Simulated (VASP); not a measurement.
A run of VASP 6.6.1 is set up as follows.

Contents of INCAR:

```
SYSTEM = Br
  PREC = Accurate
  ENCUT = 500
  EDIFF = 1E-6
  ISMEAR = -1
  SIGMA = 0.02
  LREAL = .FALSE.
  LASPH = .TRUE.
  NELM = 120
  ALGO = Normal
  ISIF = 2
  LWAVE = .FALSE.
  LCHARG = .FALSE.
  GGA = PE
  NBANDS = 10
  GGA_COMPAT = .FALSE.
```

Contents of KPOINTS:

```
Automatic mesh
0
G
  15 15 15
  0 0 0
```

POSCAR

```
Br
1.0
   -1.8812599942      1.8812599942      1.8812599942
    1.8812599942     -1.8812599942      1.8812599942
    1.8812599942      1.8812599942     -1.8812599942
Br
1
Direct
    0.0000000000      0.0000000000      0.0000000000
```

Potentials or basis: VASP PAW PBE potentials, release 64 (Br).

The run is started by

```bash
$ cat potpaw_PBE.64/Br/POTCAR > POTCAR
$ mpirun -np 1 vasp_std > vasp.out
```

What does it give for the pressure?

0.0 GPa.

Predict the band gap on the k mesh.

zero (an odd number of electrons rules out a gap without spin polarisation).

Caveat: an odd number of electrons without spin polarisation forces a metal; a magnetic or distorted state may lie lower.
